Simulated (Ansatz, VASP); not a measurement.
**Two plane-wave programs on Bi**

```
CELL_PARAMETERS angstrom
-2.03288 2.03288 2.03288
2.03288 -2.03288 2.03288
2.03288 2.03288 -2.03288
ATOMIC_POSITIONS crystal
Bi 0.00000 0.00000 0.00000
```

Alike in both runs: task single point; functional revPBE; k mesh 12 × 12 × 12; occupations fermi-dirac, width 0.1 eV; no spin polarisation.

|  | VASP | Ansatz |
| --- | --- | --- |
| version | VASP 6.6.1 | Ansatz 0.2.0 |
| potentials or method | VASP PAW PBE potentials, release 64 (Bi_d), cutoff 520 eV | plane waves (420 eV) with PAW, scalar-relativistic |
| valence electrons in the cell | 15 | 15 |

```csv
,VASP,Ansatz,Ansatz less VASP
pressure (GPa),-2.0,-2.0,+0.05
```

VASP's potentials were made for PBE, not for revPBE.

Neither program's run includes spin-orbit coupling.
